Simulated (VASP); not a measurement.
# CuO in VASP: notebook, part 2 of 3

VASP 6.6.1.

**4. Single point, PBE**

This run uses another cell than the first one, of 9.70 Å³/atom, 0.962 times its volume.

The input, INCAR:

```
PREC = Accurate
ENCUT = 520
EDIFF = 1E-6
ISMEAR = -1
SIGMA = 0.05
LREAL = F
LASPH = T
NELM = 60
ALGO = Normal
ISIF = 2
LWAVE = F
LCHARG = T
GGA = PE
LELF = T
LVHAR = T
NBANDS = 25
```

The input, KPOINTS:

```
regular mesh
0
Gamma
  6 6 4
```

The input, POSCAR:

```
CuO
1.0
    3.1795331000      0.0000000000      0.0000000000
   -1.5897665500      2.7535564400      0.0000000000
    0.0000000000      0.0000000000      4.4314907300
Cu O
2 2
Direct
    0.0000000000      0.0000000000      0.0000000000
    0.0000000000      0.0000000000      0.5000000000
    0.3333333333      0.6666666667      0.2500000000
    0.6666666667      0.3333333333      0.7500000000
```

Potentials or basis: VASP PAW PBE potentials, release 64 (Cu, O).

The run is started by

```bash
$ cat potpaw_PBE.64/Cu/POTCAR potpaw_PBE.64/O/POTCAR > POTCAR
$ mpirun -np 1 vasp_std > vasp.out
```

OUTCAR:

```text
PREC = Accurate
   ENCUT = 520
   EDIFF = 1E-6
   ISMEAR = -1
   LREAL = F
   LASPH = T
   NELM = 60
   ISIF = 2
   GGA = PE

 ion  position               nearest neighbor table
   1  0.000  0.000  0.000-   3 2.14   4 2.14   4 2.14   3 2.14   4 2.14   3 2.14   2 2.22   2 2.22

   2  0.000  0.000  0.500-   3 2.14   4 2.14   4 2.14   3 2.14   4 2.14   3 2.14   1 2.22   1 2.22

   3  0.333  0.667  0.250-   1 2.14   2 2.14   1 2.14   2 2.14   1 2.14   2 2.14
   4  0.667  0.333  0.750-   1 2.14   2 2.14   1 2.14   2 2.14   1 2.14   2 2.14

  LATTYP: Found a hexagonal cell.
 ALAT       =     3.1795331000
 C/A-ratio  =     1.3937551806

  Lattice vectors:

 A1 = (   3.1795331000,   0.0000000000,   0.0000000000)
 A2 = (  -1.5897665500,   2.7535564400,   0.0000000000)
 A3 = (   0.0000000000,   0.0000000000,   4.4314907300)

Analysis of symmetry for initial positions (statically):
=====================================================================
 Subroutine PRICEL returns:
 Original cell was already a primitive cell.

 Routine SETGRP: Setting up the symmetry group for a
 hexagonal supercell.

 Subroutine GETGRP returns: Found 24 space group operations
[... 166 lines left out ...]

 E-fermi :   5.7038     XC(G=0): -12.2142

 val. band max:        5.6094753449   @ k =   0.1667   0.0000   0.0000
 cond. band min:       5.7106952826   @ k =   0.3333   0.3333   0.2500
 fundamental gap:      0.1012199377
 Fermi energy:         5.7038230608

 k-point     1 :       0.0000    0.0000    0.0000
  band No.  band energies     occupation
      1     -13.5037      2.00000
      2     -11.9382      2.00000
      3      -0.8238      2.00000
      4       0.3817      2.00000
      5       0.3817      2.00000
      6       1.4531      2.00000
[... 577 lines left out ...]
     24      16.8211      0.00000
     25      22.8143      0.00000

------------------------ aborting loop because EDIFF is reached ----------------------------------------

  FORCE on cell =-STRESS in cart. coord.  units (eV):
  Direction    XX          YY          ZZ          XY          YZ          ZX
  --------------------------------------------------------------------------------------
  -------------------------------------------------------------------------------------
  Total       -2.2310276     -2.2310276      9.2578495     -0.0000000     -0.0000000      0.0000000
  in kB      -92.1315443    -92.1315445    382.3081195     -0.0000000     -0.0000000      0.0000000
  external PRESSURE =      66.0150103 kB  Pullay stress =       0.0000000 kB

 VOLUME and BASIS-vectors are now :
 -----------------------------------------------------------------------------
  energy-cutoff  :      520.00
  volume of cell :       38.80
      direct lattice vectors                 reciprocal lattice vectors
     3.179533100  0.000000000  0.000000000     0.314511587  0.181583349  0.000000000
    -1.589766550  2.753556440  0.000000000     0.000000000  0.363166698  0.000000000
     0.000000000  0.000000000  4.431490730     0.000000000  0.000000000  0.225657699

 POSITION                                       TOTAL-FORCE (eV/Angst)
 -----------------------------------------------------------------------------------
      0.00000      0.00000      0.00000         0.000000      0.000000      0.000000
      0.00000      0.00000      2.21575         0.000000      0.000000      0.000000
     -0.00000      1.83570      1.10787         0.000000      0.000000      0.000000
      1.58977      0.91785      3.32362        -0.000000     -0.000000     -0.000000
 -----------------------------------------------------------------------------------
    total drift:                               -0.000000      0.000000      0.000000

  FREE ENERGIE OF THE ION-ELECTRON SYSTEM (eV)
  ---------------------------------------------------
  free  energy   TOTEN  =       -18.1319837689 eV

  energy  without entropy=      -18.1044572718  energy(sigma->0) =      -18.11822052
```

It took 18 s on 1 thread of Intel Xeon 6975P-C, shared host; peak memory 0.16 GiB.

What came out:

* Free energy: -18.1320 eV
* Pressure: 6.6 GPa
* Band gap on the k mesh: zero (band 17 reaches 6.32 eV, above the bottom of band 18 at 5.00 eV)

Levels at points of the mesh, in eV from the Fermi level:
```csv
k point,band 14,band 15,band 16,band 17,band 18,band 19,band 20,band 21
"(0.00, 0.00, 0.00)",-1.44,-1.44,-0.13,0.62,0.62,1.45,5.10,11.43
"(0.50, 0.00, 0.00)",-1.65,-1.47,-1.22,0.36,0.50,6.70,6.80,9.76
"(0.00, 0.00, 0.50)",-2.31,-0.13,-0.13,-0.13,-0.13,4.20,4.20,13.90
"(0.50, 0.00, 0.50)",-1.86,-0.53,-0.53,-0.53,-0.53,5.94,5.94,10.23
```

Caveat: the k points lie up to 0.38 Å⁻¹ apart; semilocal functionals often make such compounds metallic where correlation or magnetic order opens a gap, which also shifts bond lengths. With open d or f shells a metallic result of PBE can be an artefact of self-interaction; +U or a hybrid may open a gap.

**5. Single point, PBE**

This run uses another cell than the first one, of 9.70 Å³/atom, 0.961 times its volume.

The input, INCAR:

```
  PREC = Accurate
  ENCUT = 520
  EDIFF = 1E-6
  ISMEAR = -1
  SIGMA = 0.05
  LREAL = False
  LASPH = True
  NELM = 60
  ALGO = Normal
  ISIF = 2
  LWAVE = False
  LCHARG = False
  GGA = PE
  NBANDS = 25
```

The input, KPOINTS:

```
regular mesh
0
Gamma
  8 8 5
```

POSCAR, as its differences from that of step 4:

```diff
@@ -2,4 +2,4 @@
 1.0
-    3.1795331000      0.0000000000      0.0000000000
-   -1.5897665500      2.7535564400      0.0000000000
+    3.1795331000     -0.0317953310      0.0000000000
+   -1.6173021144      2.7694541055      0.0000000000
     0.0000000000      0.0000000000      4.4314907300
```

Potentials or basis: VASP PAW PBE potentials, release 64 (Cu, O).

The run is started by

```bash
$ cat potpaw_PBE.64/Cu/POTCAR potpaw_PBE.64/O/POTCAR > POTCAR
$ mpirun -np 1 vasp_std > vasp.out
```

OUTCAR:

```text
PREC = Accurate
   ENCUT = 520
   EDIFF = 1E-6
   ISMEAR = -1
   LREAL = False
   LASPH = True
   NELM = 60
   ISIF = 2
   GGA = PE

 ion  position               nearest neighbor table
   1  0.000  0.000  0.000-   4 2.13   3 2.13   4 2.14   3 2.14   3 2.16   4 2.16   2 2.22   2 2.22

   2  0.000  0.000  0.500-   4 2.13   3 2.13   4 2.14   3 2.14   3 2.16   4 2.16   1 2.22   1 2.22

   3  0.333  0.667  0.250-   1 2.13   2 2.13   1 2.14   2 2.14   1 2.16   2 2.16
   4  0.667  0.333  0.750-   1 2.13   2 2.13   1 2.14   2 2.14   1 2.16   2 2.16

  LATTYP: Found a simple monoclinic cell.
 ALAT       =     3.1520376295
 B/A-ratio  =     1.4059130159
 C/A-ratio  =     1.0087735130
 COS(beta)  =    -0.4869160338

  Lattice vectors:

 A1 = (   1.5622309856,   2.7376587745,   0.0000000000)
 A2 = (   0.0000000000,   0.0000000000,  -4.4314907300)
 A3 = (  -3.1795331000,   0.0317953310,   0.0000000000)

Analysis of symmetry for initial positions (statically):
=====================================================================
 Subroutine PRICEL returns:
 Original cell was already a primitive cell.

 Routine SETGRP: Setting up the symmetry group for a
 simple monoclinic supercell.

 Subroutine GETGRP returns: Found  4 space group operations
 (whereof  2 operations were pure point group operations)
 out of a pool of  4 trial point group operations.

The static configuration has the point symmetry S_2 .
 The point group associated with its full space group is C_2h.

Analysis of symmetry for dynamics (positions and initial velocities):
=====================================================================
 Subroutine PRICEL returns:
 Original cell was already a primitive cell.

 Routine SETGRP: Setting up the symmetry group for a
 simple monoclinic supercell.

 Subroutine GETGRP returns: Found  4 space group operations
[... 124 lines left out ...]
   EFERMI_NEDOS =   21; number of points for ismear=-14 and -15
   IALGO  =     38    algorithm
   IMIX   =      4    mixing-type and parameters
     AMIX     =   0.40;   BMIX     =  1.00
     AMIX_MAG =   1.60;   BMIX_MAG =  1.00
  volume/ion in A,a.u.               =       9.70        65.45
  Fermi-wavevector in a.u.,A,eV,Ry     =   1.566679  2.960593 33.395249  2.454482
  Thomas-Fermi vector in A             =   2.668971
   LORBIT       =      0    0 simple, 1 ext, 2 COOP (PROOUT), +10 PAW based schemes
   GGA     = PE    functional components
   LHFCALC =     F    Hartree Fock is set to
   AEXX    =    0.0000 exact exchange contribution
   IVDW    =     0    specifies the selected vdW correction
   LEPSILON=     F    determine dielectric tensor
   LRPA    =     F    only Hartree local field effects (RPA)
 non-spin polarized calculation
  energy-cutoff  :      520.00
  volume of cell :       38.79
 maximum number of plane-waves:      1057
   NGX = 11   NGY = 11   NGZ = 17

 number of electron      34.0000017 magnetization

 Free energy of the ion-electron system (eV)
  ---------------------------------------------------
  ext. energy  EPLUGINS =         0.00000000
  ---------------------------------------------------
  free energy    TOTEN  =       -18.13129258 eV

  energy without entropy =      -18.09789725  energy(sigma->0) =      -18.11459492

 E-fermi :   5.7468     XC(G=0): -12.2131

 val. band max:        5.7458840995   @ k =   0.5000   0.1250   0.0000
 cond. band min:       5.7616105200   @ k =   0.1250   0.3750   0.0000
 fundamental gap:      0.0157264204
 Fermi energy:         5.7467979348

 k-point     1 :       0.0000    0.0000    0.0000
  band No.  band energies     occupation
      1     -13.4994      2.00000
      2     -11.9334      2.00000
      3      -0.8150      2.00000
      4       0.3787      2.00000
      5       0.3857      2.00000
      6       1.4630      2.00000
[... 661 lines left out ...]
     24      18.7467      0.00000
     25      18.8725      0.00000

 [... further k-points ...]

------------------------ aborting loop because EDIFF is reached ----------------------------------------

  FORCE on cell =-STRESS in cart. coord.  units (eV):
  Direction    XX          YY          ZZ          XY          YZ          ZX
  --------------------------------------------------------------------------------------
  -------------------------------------------------------------------------------------
  Total       -2.2003139     -2.1967285      9.2005354      0.1092054      0.0000000      0.0000000
  in kB      -90.8722899    -90.7242165    379.9792979      4.5101509      0.0000000      0.0000000
  external PRESSURE =      66.1275972 kB  Pullay stress =       0.0000000 kB

 VOLUME and BASIS-vectors are now :
 -----------------------------------------------------------------------------
  energy-cutoff  :      520.00
  volume of cell :       38.79
      direct lattice vectors                 reciprocal lattice vectors
     3.179533100 -0.031795331  0.000000000     0.316359056  0.184746940  0.000000000
    -1.617302114  2.769454105  0.000000000     0.003632030  0.363203018  0.000000000
     0.000000000  0.000000000  4.431490730     0.000000000  0.000000000  0.225657699

 POSITION                                       TOTAL-FORCE (eV/Angst)
 -----------------------------------------------------------------------------------
      0.00000      0.00000      0.00000         0.000000     -0.000000      0.000000
      0.00000      0.00000      2.21575         0.000000     -0.000000      0.000000
     -0.01836      1.83570      1.10787         0.080137     -0.002160      0.000000
      1.58059      0.90195      3.32362        -0.080137      0.002160     -0.000000
 -----------------------------------------------------------------------------------
    total drift:                               -0.000000      0.000000      0.000000

  FREE ENERGIE OF THE ION-ELECTRON SYSTEM (eV)
  ---------------------------------------------------
  free  energy   TOTEN  =       -18.1312925761 eV

  energy  without entropy=      -18.0978972549  energy(sigma->0) =      -18.11459492
```

OSZICAR:

```text
N       E                     dE             d eps       ncg     rms          rms(c)
DAV:   1     0.290582318477E+03    0.29058E+03   -0.16517E+04  5556   0.219E+03
DAV:   2     0.104927154913E+02   -0.28009E+03   -0.25915E+03  5286   0.402E+02
DAV:   3    -0.226203638080E+02   -0.33113E+02   -0.31128E+02  5947   0.151E+02
DAV:   4    -0.237449015695E+02   -0.11245E+01   -0.11140E+01  6494   0.303E+01
DAV:   5    -0.237632792375E+02   -0.18378E-01   -0.18368E-01  6441   0.355E+00    0.162E+01
DAV:   6    -0.218670437928E+02    0.18962E+01   -0.32545E+01  7155   0.143E+02    0.140E+01
DAV:   7    -0.180823433144E+02    0.37847E+01   -0.97672E+00  6190   0.112E+02    0.247E+00
DAV:   8    -0.181816645692E+02   -0.99321E-01   -0.13682E+00  5401   0.835E+00    0.179E+00
DAV:   9    -0.181374681298E+02    0.44196E-01   -0.43875E-02  8803   0.710E+00    0.804E-01
DAV:  10    -0.181321935377E+02    0.52746E-02   -0.14352E-02  8009   0.200E+00    0.435E-01
DAV:  11    -0.181312314505E+02    0.96209E-03   -0.63834E-03  6408   0.688E-01    0.122E-01
DAV:  12    -0.181312423471E+02   -0.10897E-04   -0.31029E-04  8186   0.320E-01    0.618E-02
DAV:  13    -0.181312901117E+02   -0.47765E-04   -0.83257E-05  6937   0.191E-01    0.105E-02
DAV:  14    -0.181312927859E+02   -0.26742E-05   -0.19451E-05  8022   0.518E-02    0.714E-03
DAV:  15    -0.181312925761E+02    0.20982E-06   -0.82450E-07  3602   0.286E-02
   1 F= -.18131293E+02 E0= -.18114595E+02  d E =-.333953E-01
```

stdout:

```text
POSCAR found type information on POSCAR CuO
 POSCAR found :  2 types and       4 ions
 scaLAPACK will be used
 LDA part: xc-table for (Slater+PW92), standard interpolation
 POSCAR, INCAR and KPOINTS ok, starting setup
 FFT: planning ... GRIDC
 FFT: planning ... GRID_SOFT
 FFT: planning ... GRID
 WAVECAR not read
 entering main loop
```

Run time: 50 s. Hardware: 1 thread of Intel Xeon 6975P-C, shared host; peak memory 0.21 GiB.

What came out:

- Free energy: -18.1313 eV
- Pressure: 6.6 GPa
- Largest force: 0.080 eV/Å
- Band gap on the k mesh: zero (band 17 reaches 6.30 eV, above the bottom of band 18 at 5.39 eV)

Forces in eV/Å, atoms in the order of the input:
```
Cu   0.000  0.000  0.000
Cu   0.000  0.000  0.000
O    0.080 -0.002  0.000
O   -0.080  0.002  0.000
```

Stress tensor (GPa, compression positive):
```
-9.09  0.45  0.00
 0.45 -9.07  0.00
 0.00  0.00 38.00
```

Levels at points of the mesh, in eV from the Fermi level:
| k point | band 14 | band 15 | band 16 | band 17 | band 18 | band 19 | band 20 | band 21 |
| --- | --- | --- | --- | --- | --- | --- | --- | --- |
| (0.00, 0.00, 0.00) | -1.48 | -1.47 | -0.16 | 0.56 | 0.59 | 1.42 | 5.05 | 11.39 |
| (0.50, 0.00, 0.00) | -1.69 | -1.50 | -1.24 | 0.34 | 0.44 | 6.55 | 6.76 | 9.76 |
| (0.00, 0.50, 0.00) | -1.69 | -1.50 | -1.26 | 0.33 | 0.46 | 6.66 | 6.76 | 9.72 |
| (0.50, 0.50, 0.00) | -1.70 | -1.50 | -1.27 | 0.32 | 0.48 | 6.75 | 6.77 | 9.68 |

Caveat: semilocal functionals often make such compounds metallic where correlation or magnetic order opens a gap, which also shifts bond lengths. With open d or f shells a metallic result of PBE can be an artefact of self-interaction; +U or a hybrid may open a gap.

[end of part 2 of 3]
